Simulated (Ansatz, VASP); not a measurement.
Zn in VASP and in Ansatz

File INCAR:

```
PREC = Accurate
ENCUT = 600
EDIFF = 1E-6
ISMEAR = -1
SIGMA = 0.1
LREAL = False
LASPH = True
NELM = 80
ALGO = Normal
ISIF = 3
LWAVE = False
LCHARG = False
GGA = RE
IBRION = 2
NSW = 80
EDIFFG = -0.01
```

KPOINTS

```
Automatic mesh
0
Gamma
  13 13 7
```

The input POSCAR:

```
Zn
1.0
    2.6647980532      0.0000000000      0.0000000000
   -1.3323990266      2.3077828100      0.0000000000
    0.0000000000      0.0000000000      4.9467000000
Zn
2
Direct
    0.3333333333      0.6666666667      0.2500000000
    0.6666666667      0.3333333333      0.7500000000
```

Input for Ansatz:

```yaml
crystal:
  lattice:
    - [2.6647980532, 0.0, 0.0]
    - [-1.3323990266, 2.30778281, 0.0]
    - [0.0, 0.0, 4.9467]
  atoms:
    - { symbol: Zn, position: [0.3333333333, 0.6666666667, 0.25] }
    - { symbol: Zn, position: [0.6666666667, 0.3333333333, 0.75] }
hamiltonian:
  xc: revpbe
  pseudopotentials:
    kind: paw
    azcp:
      Zn: "pseudopotentials/Zn.paw.azcp"
basis:
  ecutwfc: 420
  fft_grid_basis: typed
kpoints:
  mp_grid: { grid: [13, 13, 7], shift: [0, 0, 0] }
magnetization:
  spin_polarized: false
scf:
  occupations: { method: fermi_dirac, width: 0.1 }
relax:
  max_steps: 60
  f_tol: 0.01
  cell: {}
```

Alike in both runs: task relaxation of cell and atoms; functional revPBE; k mesh 13 × 13 × 7; occupations fermi-dirac, width 0.1 eV; no spin polarisation.

|  | VASP | Ansatz |
| --- | --- | --- |
| version | VASP 6.6.1 | Ansatz 0.2.0 |
| potentials or method | VASP PAW PBE potentials, release 64 (Zn), cutoff 600 eV | plane waves (420 eV) with PAW, scalar-relativistic |
| valence electrons in the cell | 24 | 24 |

Ansatz gave:

```
relaxed volume (Å³/atom)                                     : 15.66
relaxed cell length with the largest relative difference (Å) : 2.681
```

Q: Estimate VASP's values.

A: Relaxed volume (Å³/atom): 15.72; relaxed cell length with the largest relative difference (Å): 2.685.

VASP's potentials were made for PBE, not for revPBE.
